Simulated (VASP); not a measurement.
# CaO (Fm-3m) in VASP: notebook

CaO is run at these levels: r2SCAN; tasks: single point, relaxation of cell and atoms.

Program: VASP 6.6.1. These are calculated values, not measurements. Logs are shortened: lines on timing, memory, paths and dates and some standing lists are left out, and cuts for length are marked.

## (1) The cell of the first run

It takes space group Fm-3m (No. 225, cubic). The conventional cell has a = 4.889 Å, b = 4.889 Å, c = 4.889 Å, α = 90.00°, β = 90.00°, γ = 90.00°. Within 3.2 Å of Ca (site symmetry m-3m) lie 6 O at 2.44 Å. Within 3.2 Å of O (site symmetry m-3m) lie 6 Ca at 2.44 Å.

## (2) Single point, r2SCAN (volume scaled by 1.06)

POSCAR reads:

```
CaO
1.0
    0.0000000000      2.4444658989      2.4444658989
    2.4444658989      0.0000000000      2.4444658989
    2.4444658989      2.4444658989      0.0000000000
Ca O
1 1
Direct
    0.0000000000      0.0000000000      0.0000000000
    0.5000000000      0.5000000000      0.5000000000
```

INCAR.step1 reads:

```
PREC = Accurate
ENCUT = 520
ISMEAR = 0
SIGMA = 0.02
LREAL = False
LASPH = True
NELM = 100
NBANDS = 15
GGA = PE
ALGO = Normal
EDIFF = 1E-4
LWAVE = True
LCHARG = False
```

INCAR.step2 reads:

```
PREC = Accurate
ENCUT = 520
EDIFF = 1E-6
ISMEAR = 0
SIGMA = 0.02
LREAL = False
LASPH = True
NELM = 100
ALGO = Normal
ISIF = 2
LWAVE = False
LCHARG = True
METAGGA = R2SCAN
LMIXTAU = True
LELF = True
LVHAR = True
NBANDS = 15
ISTART = 1
```

KPOINTS reads:

```
regular mesh
0
Gamma
  8 8 8
```

Potentials or basis: VASP PAW PBE potentials, release 64 (Ca_sv, O).

On the command line:

```console
cat potpaw_PBE.64/Ca_sv/POTCAR potpaw_PBE.64/O/POTCAR > POTCAR
cp INCAR.step1 INCAR
mpirun -np 1 vasp_std > vasp.out
cp INCAR.step2 INCAR
mpirun -np 1 vasp_std > vasp.out
```

OUTCAR:

```text
PREC = Accurate
   ENCUT = 520
   EDIFF = 1E-6
   ISMEAR = 0
   LREAL = False
   LASPH = True
   NELM = 100
   ISIF = 2
   METAGGA = R2SCAN
   ISTART = 1

 ion  position               nearest neighbor table
   1  0.000  0.000  0.000-   2 2.44   2 2.44   2 2.44   2 2.44   2 2.44   2 2.44
   2  0.500  0.500  0.500-   1 2.44   1 2.44   1 2.44   1 2.44   1 2.44   1 2.44

  LATTYP: Found a face centered cubic cell.
 ALAT       =     4.8889317978

  Lattice vectors:

 A1 = (   0.0000000000,   2.4444658989,   2.4444658989)
 A2 = (   2.4444658989,   0.0000000000,   2.4444658989)
 A3 = (   2.4444658989,   2.4444658989,   0.0000000000)

Analysis of symmetry for initial positions (statically):
=====================================================================
 Subroutine PRICEL returns:
 Original cell was already a primitive cell.

 Routine SETGRP: Setting up the symmetry group for a
 face centered cubic supercell.

 Subroutine GETGRP returns: Found 48 space group operations
 (whereof 48 operations were pure point group operations)
 out of a pool of 48 trial point group operations.

The static configuration has the point symmetry O_h .

Analysis of symmetry for dynamics (positions and initial velocities):
=====================================================================
 Subroutine PRICEL returns:
 Original cell was already a primitive cell.

 Routine SETGRP: Setting up the symmetry group for a
 face centered cubic supercell.

 Subroutine GETGRP returns: Found 48 space group operations
 (whereof 48 operations were pure point group operations)
 out of a pool of 48 trial point group operations.

The dynamic configuration has the point symmetry O_h .

 Subroutine INISYM returns: Found 48 space group operations
 (whereof 48 operations are pure point group operations),
 and found     1 'primitive' translations

----------------------------------------------------------------------------------------

                                     Primitive cell

  volume of cell :      29.2134

  direct lattice vectors                    reciprocal lattice vectors
     0.000000000  2.444465899  2.444465899    -0.204543659  0.204543659  0.204543659
     2.444465899  0.000000000  2.444465899     0.204543659 -0.204543659  0.204543659
     2.444465899  2.444465899  0.000000000     0.204543659  0.204543659 -0.204543659

  length of vectors
     3.456996827  3.456996827  3.456996827     0.354280010  0.354280010  0.354280010

  position of ions in fractional coordinates (direct lattice)
     0.000000000  0.000000000  0.000000000
     0.500000000  0.500000000  0.500000000

  ion indices of the primitive-cell ions
   primitive index   ion index
                 1           1
                 2           2

----------------------------------------------------------------------------------------

 KPOINTS: regular mesh

Automatic generation of k-mesh.
 Grid dimensions read from file:
 generate k-points for:    8    8    8

 Generating k-lattice:

  Cartesian coordinates                     Fractional coordinates (reciprocal lattice)
    -0.025567957  0.025567957  0.025567957     0.125000000  0.000000000  0.000000000
     0.025567957 -0.025567957  0.025567957     0.000000000  0.125000000  0.000000000
     0.025567957  0.025567957 -0.025567957     0.000000000  0.000000000  0.125000000

  Length of vectors
     0.044285001  0.044285001  0.044285001

  Shift w.r.t. Gamma in fractional coordinates (k-lattice)
     0.000000000  0.000000000  0.000000000

 Subroutine IBZKPT returns following result:
 ===========================================

 Found     29 irreducible k-points:

 Following reciprocal coordinates:
            Coordinates               Weight
  0.000000  0.000000  0.000000      1.000000
  0.125000  0.000000  0.000000      8.000000
  0.250000  0.000000  0.000000      8.000000
  0.375000  0.000000  0.000000      8.000000
  0.500000  0.000000  0.000000      4.000000
  0.125000  0.125000  0.000000      6.000000
[... 16 lines left out ...]
  0.500000  0.250000  0.125000     48.000000
 -0.375000  0.250000  0.125000     24.000000
 [... further k-points ...]
   k-points           NKPTS =     29   k-points in BZ     NKDIM =     29   number of bands    NBANDS=     15
   number of dos      NEDOS =    301   number of ions     NIONS =      2
   total plane-waves  NPLWV =  21952
   dimension x,y,z NGX =    28 NGY =   28 NGZ =   28
   dimension x,y,z NGXF=    56 NGYF=   56 NGZF=   56
   ions per type =               1   1
   NGX,Y,Z   is equivalent  to a cutoff of  13.47, 13.47, 13.47 a.u.
   NGXF,Y,Z  is equivalent  to a cutoff of  26.93, 26.93, 26.93 a.u.
 SYSTEM =  unknown system
   PREC   = accura    normal or accurate (medium, high low for compatibility)
   ISTART =      1    job   : 0-new  1-cont  2-samecut
   ICHARG =      0    charge: 1-file 2-atom 10-const
   ISPIN  =      1    spin polarized calculation?
   LNONCOLLINEAR =      F non collinear calculations
   LSORBIT =      F    spin-orbit coupling
   LASPH  =      T    aspherical Exc in radial PAW
   ENCUT  =  520.0 eV  38.22 Ry    6.18 a.u.   6.43  6.43  6.43*2*pi/ulx,y,z
   NELM   =    100;   NELMIN=  2; NELMDL=  0     # of ELM steps
   EDIFF  = 0.1E-05   stopping-criterion for ELM
   LREAL  =      F    real-space projection
   EDIFFG = 0.1E-04   stopping-criterion for IOM
   NSW    =      0    number of steps for IOM
   IBRION =     -1    ionic relax: 0-MD 1-quasi-New 2-CG
   NFREE  =      0    steps in history (QN), initial steepest desc. (CG)
   ISIF   =      2    stress and relaxation
   ISYM   =      2    0-nonsym 1-usesym 2-fastsym
   POTIM  = 0.5000    time-step for ionic-motion
   TEBEG  =    0.0;   TEEND  =   0.0 temperature during run
   PSTRESS=    0.0 pullay stress
   NELECT =      16.0000    total number of electrons
   NUPDOWN=      -1.0000    fix difference up-down
   EMIN   =  10.00;   EMAX   =-10.00  energy-range for DOS
   EFERMI =   0.00;   METHOD = LEGACY
   ISMEAR =     0;   SIGMA  =   0.02  broadening in eV -4-tet -1-fermi 0-gaus
   EFERMI_NEDOS =   21; number of points for ismear=-14 and -15
   IALGO  =     38    algorithm
   IMIX   =      4    mixing-type and parameters
     AMIX     =   0.40;   BMIX     =  1.00
     AMIX_MAG =   1.60;   BMIX_MAG =  1.00
  volume/ion in A,a.u.               =      14.61        98.57
  Fermi-wavevector in a.u.,A,eV,Ry     =   1.339433  2.531160 24.409934  1.794080
  Thomas-Fermi vector in A             =   2.467825
   LORBIT       =      0    0 simple, 1 ext, 2 COOP (PROOUT), +10 PAW based schemes
   METAGGA = R2SCAN    functional components
   LHFCALC =     F    Hartree Fock is set to
   AEXX    =    0.0000 exact exchange contribution
   IVDW    =     0    specifies the selected vdW correction
   LEPSILON=     F    determine dielectric tensor
   LRPA    =     F    only Hartree local field effects (RPA)
 non-spin polarized calculation
 Gauss-broadening in eV      SIGMA  =   0.02
  energy-cutoff  :      520.00
  volume of cell :       29.21
 maximum number of plane-waves:       817
 NGX is ok and might be reduce to    28
   NGX = 13   NGY = 13   NGZ = 13

 number of electron      16.0000005 magnetization

 Free energy of the ion-electron system (eV)
  ---------------------------------------------------
  ext. energy  EPLUGINS =         0.00000000
  ---------------------------------------------------
  free energy    TOTEN  =       -19.43206613 eV

  energy without entropy =      -19.43206613  energy(sigma->0) =      -19.43206613

 E-fermi :   1.9850     XC(G=0): -10.8076

 val. band max:        1.7376295263   @ k =   0.0000   0.0000   0.0000
 cond. band min:       5.9330877136   @ k =   0.5000   0.5000   0.0000
 fundamental gap:      4.1954581873
 Fermi energy:         1.9850115440

 k-point     1 :       0.0000    0.0000    0.0000
  band No.  band energies     occupation
      1     -37.5408      2.00000
      2     -17.4647      2.00000
      3     -17.4647      2.00000
      4     -17.4647      2.00000
      5     -14.6386      2.00000
      6       1.7376      2.00000
      7       1.7376      2.00000
      8       1.7376      2.00000
      9       6.7473      0.00000
     10       8.4581      0.00000
     11       8.4581      0.00000
     12       8.4581      0.00000
     13       9.9668      0.00000
     14       9.9668      0.00000
     15      17.1727      0.00000

 k-point     2 :       0.1250    0.0000    0.0000
  band No.  band energies     occupation
      1     -37.5291      2.00000
      2     -17.6469      2.00000
      3     -17.4713      2.00000
      4     -17.4713      2.00000
      5     -14.4458      2.00000
      6       1.2400      2.00000
      7       1.5490      2.00000
      8       1.5490      2.00000
      9       7.4163      0.00000
     10       8.4091      0.00000
     11       8.7119      0.00000
     12       8.7119      0.00000
     13      10.3084      0.00000
     14      10.3084      0.00000
     15      17.7141      0.00000

 k-point     3 :       0.2500    0.0000    0.0000
  band No.  band energies     occupation
      1     -37.5008      2.00000
      2     -18.0169      2.00000
      3     -17.4871      2.00000
      4     -17.4871      2.00000
      5     -14.0471      2.00000
      6       0.2962      2.00000
      7       1.1391      2.00000
      8       1.1391      2.00000
      9       8.4501      0.00000
     10       8.8729      0.00000
     11       9.3779      0.00000
     12       9.3779      0.00000
     13      11.1388      0.00000
     14      11.1388      0.00000
     15      17.9455      0.00000
[... 343 lines left out ...]
 k-point    23 :       0.5000    0.2500    0.1250
  band No.  band energies     occupation
      1     -37.4576      2.00000
      2     -18.1823      2.00000
      3     -17.6498      2.00000
      4     -17.5477      2.00000
      5     -13.8739      2.00000
      6      -0.1592      2.00000
      7       0.7459      2.00000
      8       0.9406      2.00000
      9       8.0826      0.00000
     10       9.6076      0.00000
     11      10.6043      0.00000
     12      10.6821      0.00000
     13      12.0189      0.00000
     14      13.1713      0.00000
     15      16.8632      0.00000

 k-point    24 :      -0.3750    0.2500    0.1250
  band No.  band energies     occupation
      1     -37.4482      2.00000
      2     -18.2364      2.00000
      3     -17.6618      2.00000
      4     -17.5690      2.00000
      5     -13.8227      2.00000
      6      -0.2084      2.00000
      7       0.6689      2.00000
      8       0.7564      2.00000
      9       8.9107      0.00000
     10       8.9946      0.00000
     11      10.8845      0.00000
     12      11.0178      0.00000
     13      12.3014      0.00000
     14      13.9636      0.00000
     15      15.9334      0.00000

 [... further k-points ...]
[... 5 lines left out ...]
  --------------------------------------------------------------------------------------
  -------------------------------------------------------------------------------------
  Total       -0.9488979     -0.9488979     -0.9488979      0.0000000     -0.0000000      0.0000000
  in kB      -52.0413001    -52.0413001    -52.0413001      0.0000000     -0.0000000      0.0000000
  external PRESSURE =     -52.0413001 kB  Pullay stress =       0.0000000 kB

 VOLUME and BASIS-vectors are now :
 -----------------------------------------------------------------------------
  energy-cutoff  :      520.00
  volume of cell :       29.21
      direct lattice vectors                 reciprocal lattice vectors
     0.000000000  2.444465899  2.444465899    -0.204543659  0.204543659  0.204543659
     2.444465899  0.000000000  2.444465899     0.204543659 -0.204543659  0.204543659
     2.444465899  2.444465899  0.000000000     0.204543659  0.204543659 -0.204543659

 POSITION                                       TOTAL-FORCE (eV/Angst)
 -----------------------------------------------------------------------------------
      0.00000      0.00000      0.00000         0.000000     -0.000000     -0.000000
      2.44447      2.44447      2.44447         0.000000      0.000000      0.000000
 -----------------------------------------------------------------------------------
    total drift:                                0.000000      0.000000      0.000000

  FREE ENERGIE OF THE ION-ELECTRON SYSTEM (eV)
  ---------------------------------------------------
  free  energy   TOTEN  =       -19.4320661256 eV

  energy  without entropy=      -19.4320661256  energy(sigma->0) =      -19.43206613
```

It took 48 s on 1 thread of Intel Xeon 6975P-C, shared host; peak memory 0.17 GiB.

What came out:

| Item | Value |
| --- | --- |
| Free energy | -19.4321 eV |
| Pressure | -5.2 GPa |
| Band gap on the k mesh | 4.20 eV, indirect (least direct gap 4.58 eV) |

Caveat: the cell differs from its parent crystal (volume scaled by 1.06); the PAW data sets were made with another functional, which shifts forces and pressure a little.

## (3) Relaxation of cell and atoms, r2SCAN

This run uses another cell than the first one, of 13.94 Å³/atom, 0.954 times its volume.

POSCAR reads:

```
CaO
1.0
    0.0000000000      2.4065000000      2.4065000000
    2.4065000000      0.0000000000      2.4065000000
    2.4065000000      2.4065000000      0.0000000000
Ca O
1 1
Direct
    0.0000000000      0.0000000000      0.0000000000
    0.5000000000      0.5000000000      0.5000000000
```

INCAR.step1 reads:

```
PREC = Accurate ; ENCUT = 600
ISMEAR = 0 ; SIGMA = 0.02
LREAL = False ; LASPH = True
NELM = 80 ; GGA = PE
ALGO = Normal ; EDIFF = 1E-4
LWAVE = True ; LCHARG = False
```

INCAR.step2 reads:

```
PREC = Accurate ; ENCUT = 600
EDIFF = 1E-6 ; ISMEAR = 0
SIGMA = 0.02 ; LREAL = False
LASPH = True ; NELM = 80
ALGO = Normal ; ISIF = 3
LWAVE = False ; LCHARG = False
METAGGA = R2SCAN ; LMIXTAU = True
IBRION = 2 ; NSW = 100
EDIFFG = -0.005 ; ISTART = 1
```

KPOINTS is that of step 2.

Potentials or basis: VASP PAW PBE potentials, release 64 (Ca_sv, O).

On the command line:

```console
cat potpaw_PBE.64/Ca_sv/POTCAR potpaw_PBE.64/O/POTCAR > POTCAR
cp INCAR.step1 INCAR
mpirun -np 1 vasp_std > vasp.out
cp INCAR.step2 INCAR
mpirun -np 1 vasp_std > vasp.out
```

Run time: 95 s. Hardware: 1 thread of Intel Xeon 6975P-C, shared host; peak memory 0.18 GiB.

The run converged. Its results:

```
Free energy                            : -19.4578 eV
Relaxed volume                         : 13.89 Å³/atom
Relaxed cell                           : a = 3.399 Å, b = 3.399 Å, c = 3.399 Å, α = 60.00°, β = 60.00°, γ = 60.00°
Space group after relaxing (to 0.05 Å) : Fm-3m (No. 225)
Energy gained by relaxing              : 0.1 meV/atom
Ionic steps                            : 3
Pressure after relaxing                : 0.0 GPa
Band gap on the k mesh                 : 4.19 eV, indirect (least direct gap 4.56 eV)
```

The path:
| step | energy change (eV) | largest force (eV/Å) | pressure (GPa) | volume (Å³) |
| --- | --- | --- | --- | --- |
| 1 | 0.0000 | 0.0000 | -0.35 | 27.87 |
| 2 | -0.0001 | 0.0000 | 0.12 | 27.75 |
| 3 | -0.0001 | 0.0000 | 0.02 | 27.77 |

Final structure:
```cif
data_structure
_symmetry_space_group_name_H-M 'P 1'
_symmetry_Int_Tables_number 1
_cell_length_a 3.3993
_cell_length_b 3.3993
_cell_length_c 3.3993
_cell_angle_alpha 60.000
_cell_angle_beta 60.000
_cell_angle_gamma 60.000
_cell_volume 27.77
loop_
_atom_site_label
_atom_site_type_symbol
_atom_site_fract_x
_atom_site_fract_y
_atom_site_fract_z
_atom_site_occupancy
Ca1 Ca 0.00000 0.00000 0.00000 1
O1 O 0.50000 0.50000 0.50000 1
```

Levels at points of the mesh, in eV from the valence-band top:
```csv
k point,band 6,band 7,band 8,band 9,band 10,band 11
"(0.00, 0.00, 0.00)",0.00,0.00,0.00,5.42,6.85,6.85
"(0.50, 0.00, 0.00)",-2.60,-1.20,-1.20,7.69,9.04,9.04
"(0.50, 0.50, 0.00)",-1.29,-0.37,-0.37,4.19,8.76,9.63
```

Caveat: the PAW data sets were made with another functional, which shifts forces and pressure a little. r2SCAN opens gaps a little over a GGA but as a rule still falls short of measured ones.

## (4) Single point, r2SCAN (volume scaled by 0.88)

POSCAR reads:

```
CaO
1.0
    0.0000000000      2.2974333353      2.2974333353
    2.2974333353      0.0000000000      2.2974333353
    2.2974333353      2.2974333353      0.0000000000
Ca O
1 1
Direct
    0.0000000000      0.0000000000      0.0000000000
    0.5000000000      0.5000000000      0.5000000000
```

INCAR.step1 reads:

```
  PREC = Accurate
  ENCUT = 520
  ISMEAR = 0
  SIGMA = 0.02
  LREAL = F
  LASPH = T
  NELM = 60
  NBANDS = 15
  GGA = PE
  ALGO = Normal
  EDIFF = 1E-4
  LWAVE = T
  LCHARG = F
```

INCAR.step2 reads:

```
  PREC = Accurate
  ENCUT = 520
  EDIFF = 1E-7
  ISMEAR = 0
  SIGMA = 0.02
  LREAL = F
  LASPH = T
  NELM = 60
  ALGO = Normal
  ISIF = 2
  LWAVE = F
  LCHARG = F
  METAGGA = R2SCAN
  LMIXTAU = T
  NBANDS = 15
  ISTART = 1
```

KPOINTS is that of step 3.

On the command line:

```console
cat potpaw_PBE.64/Ca_sv/POTCAR potpaw_PBE.64/O/POTCAR > POTCAR
cp INCAR.step1 INCAR
mpirun -np 1 vasp_std > vasp.out
cp INCAR.step2 INCAR
mpirun -np 1 vasp_std > vasp.out
```

Run time: 28 s. Hardware: 1 thread of AMD EPYC 9R45 (Zen 5), shared host; peak memory 0.12 GiB.

The run converged. Its results:

```yaml
Free_energy: -19.2379 eV
Pressure: 21.5 GPa
Band_gap_on_the_k_mesh: 4.10 eV, indirect (least direct gap 4.43 eV)
```

Levels at points of the mesh, in eV from the valence-band top:
```tsv
k point	band 4	band 5	band 6	band 7	band 8	band 9	band 10	band 11	band 12	band 13
(0.00, 0.00, 0.00)	-18.29	-16.74	0.00	0.00	0.00	6.66	7.16	7.16	7.16	9.01
(0.50, 0.00, 0.00)	-18.36	-14.73	-2.94	-1.51	-1.51	8.36	9.80	9.80	10.34	12.39
(0.50, 0.50, 0.00)	-18.65	-16.56	-1.18	-0.32	-0.32	4.10	9.83	10.41	11.18	11.18
```

Caveat: the cell differs from its parent crystal (volume scaled by 0.88); the PAW data sets were made with another functional, which shifts forces and pressure a little. A k mesh can miss the band edges.

## (5) Overview

```tsv
task	cell	cutoff (eV)	gap on the mesh (eV)	pressure (GPa)
single point	a = 3.457 Å, angles 60.0°, 2 atoms	520	4.20	-5.2
relaxation of cell and atoms	relaxed from a = 3.403 Å, angles 60.0°, 2 atoms	600	4.19	0.0
single point	a = 3.249 Å, angles 60.0°, 2 atoms	520	4.10	21.5
```

Alike in all rows: level r2SCAN; potentials or basis VASP PAW PBE potentials, release 64 (Ca_sv, O); no spin polarisation; k mesh 8 × 8 × 8; smearing gaussian 0.02 eV.

Caveats: the PAW data sets were made with another functional, which shifts forces and pressure a little.

Absolute energies hang on the potentials; compare differences alone.
